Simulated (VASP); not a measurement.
A run of VASP 6.6.1:

Contents of INCAR:

```
PREC = Accurate
ENCUT = 520
EDIFF = 1E-6
ISMEAR = -1
SIGMA = 0.1
LREAL = False
LASPH = True
NELM = 150
ALGO = Normal
ISIF = 2
LWAVE = False
LCHARG = True
ISPIN = 2
MAGMOM = 5.2 0 0 0 0
LORBIT = 11
LMAXMIX = 4
GGA = CA
LELF = True
LVHAR = True
NBANDS = 34
```

KPOINTS

```
regular mesh
0
Gamma
  6 6 6
```

File POSCAR:

```
MnPbO3
1.0
    3.9146330000      0.0000000000      0.0000000000
    0.0000000000      3.9146330000      0.0000000000
    0.0000000000      0.0000000000      3.9146330000
Mn Pb O
1 1 3
Direct
    0.5000000000      0.5000000000      0.5000000000
    0.0000000000      0.0000000000      0.0000000000
    0.0000000000      0.5000000000      0.5000000000
    0.5000000000      0.0000000000      0.5000000000
    0.5000000000      0.5000000000      0.0000000000
```

Potentials or basis: VASP PAW LDA potentials, release 64 (Mn_pv, Pb_d, O).

Run with:

```sh
$ cat potpaw_LDA.64/Mn_pv/POTCAR potpaw_LDA.64/Pb_d/POTCAR potpaw_LDA.64/O/POTCAR > POTCAR
$ mpirun -np 1 vasp_std > vasp.out
```

Hardware: 1 thread of Oxide Virtual Turin-like Processor (shared host).

Problem. Estimate the wall time of this run.

Solution. It took 84 s on 1 thread of Oxide Virtual Turin-like Processor (shared host), peak memory 0.17 GiB. Counts: scf iterations 16, k points 20.
